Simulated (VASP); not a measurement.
Write the native input for VASP 6.6.1 that does the following.

```yaml
Task: single point
Functional: HSE06
Potentials_or_basis: VASP PAW PBE potentials, release 64 (Eu, Si, Sr_sv)
Cutoff: 520 eV
k_mesh: 3 × 3 × 3
Occupations: fermi-dirac, width 0.1 eV
Spin: collinear spin, ferromagnetic start
Starting_moments: "[6.97, 0.0, 0.0, 0.0, 0.0] μB"
Dipole_correction: no
Grid_for_exact_exchange_PRECFOCK: Fast
Further_INCAR_settings: ALGO = Normal; EDIFF = 1e-06; NBANDS = 32
Share_of_exact_exchange: 0.25
Screening_parameter: 0.2079 1/Å
```

The system is SrEuSi3.

```
Eu Si Sr
1.0
     0.00000    4.61202    0.00000
     4.61202    0.00000    0.00000
     2.30601    2.30601   -5.29876
Eu Si Sr
1 3 1
Direct
  0.00000 0.00000 0.00000
  0.76150 0.26150 0.47700
  0.26150 0.76150 0.47700
  0.41120 0.41120 0.17760
  0.65530 0.65530 0.68940
```

One way to write it, as run:

POSCAR

```
SrEuSi3
1.0
    0.0000000000      4.6120230000      0.0000000000
    4.6120230000      0.0000000000      0.0000000000
    2.3060110000      2.3060110000     -5.2987590000
Eu Si Sr
1 3 1
Direct
    0.0000000000      0.0000000000      0.0000000000
    0.7615000000      0.2615000000      0.4770000000
    0.2615000000      0.7615000000      0.4770000000
    0.4112000000      0.4112000000      0.1776000000
    0.6553000000      0.6553000000      0.6894000000
```

INCAR.step1

```
PREC     = Accurate       # precision mode
ENCUT    = 520            # plane-wave cutoff, eV
EDIFF    = 1E-5           # SCF threshold, eV
ISMEAR   = -1             # smearing method
SIGMA    = 0.1            # smearing width, eV
LREAL    = False          # projectors in reciprocal space
LASPH    = True           # aspherical terms in the spheres
NELM     = 150            # most SCF steps
ALGO     = Normal         # electronic algorithm
ISIF     = 2              # what is computed and relaxed
LWAVE    = True           # write WAVECAR
LCHARG   = False          # write CHGCAR
ISPIN    = 2              # spin polarisation
MAGMOM   = 6.97 0 0 0 0   # initial moments
LORBIT   = 11             # projections on sites
LMAXMIX  = 6              # l up to which the mixer works
NBANDS   = 32             # bands
GGA      = PE             # functional
KPAR     = 4
```

INCAR.step2

```
PREC     = Accurate       # precision mode
ENCUT    = 520            # plane-wave cutoff, eV
EDIFF    = 1E-6           # SCF threshold, eV
ISMEAR   = -1             # smearing method
SIGMA    = 0.1            # smearing width, eV
LREAL    = False          # projectors in reciprocal space
LASPH    = True           # aspherical terms in the spheres
NELM     = 150            # most SCF steps
ALGO     = Normal         # electronic algorithm
ISIF     = 2              # what is computed and relaxed
LWAVE    = False          # write WAVECAR
LCHARG   = False          # write CHGCAR
ISPIN    = 2              # spin polarisation
MAGMOM   = 6.97 0 0 0 0   # initial moments
LORBIT   = 11             # projections on sites
LMAXMIX  = 6              # l up to which the mixer works
GGA      = PE             # functional
LHFCALC  = True           # exact exchange
HFSCREEN = 0.2079         # screening, 1/A
PRECFOCK = Fast         
NBANDS   = 32             # bands
ISTART   = 1            
KPAR     = 4
```

KPOINTS

```
Automatic mesh
0
Gamma
  3 3 3
```

Potentials or basis: VASP PAW PBE potentials, release 64 (Eu, Si, Sr_sv).

Run with:

```console
$ cat potpaw_PBE.64/Eu/POTCAR potpaw_PBE.64/Si/POTCAR potpaw_PBE.64/Sr_sv/POTCAR > POTCAR
$ cp INCAR.step1 INCAR
$ mpirun -np 4 vasp_std > vasp.out
$ cp INCAR.step2 INCAR
$ mpirun -np 4 vasp_std > vasp.out
```

It gave:

| Property | Result |
| --- | --- |
| Pressure | 11.0 GPa |
| Largest force | 4.300 eV/Å |
| Net moment | 7.50 μB per cell |
| Site moments | Eu +6.73; Si +0.01, +0.04 (each value once); Sr +0.06 μB |
| Valence electrons inside the program's atomic spheres | Eu 14.86; Si 1.68, 1.59 (each value once); Sr 8.58 |

Caveat: the k points lie up to 0.50 Å⁻¹ apart; the PAW data sets were made with another functional, which shifts forces and pressure a little.

It took 17 min on 4 MPI ranks on AMD EPYC 7R43 64-Core Processor (Zen 3), on a shared host, peak memory 0.39 GiB a rank.
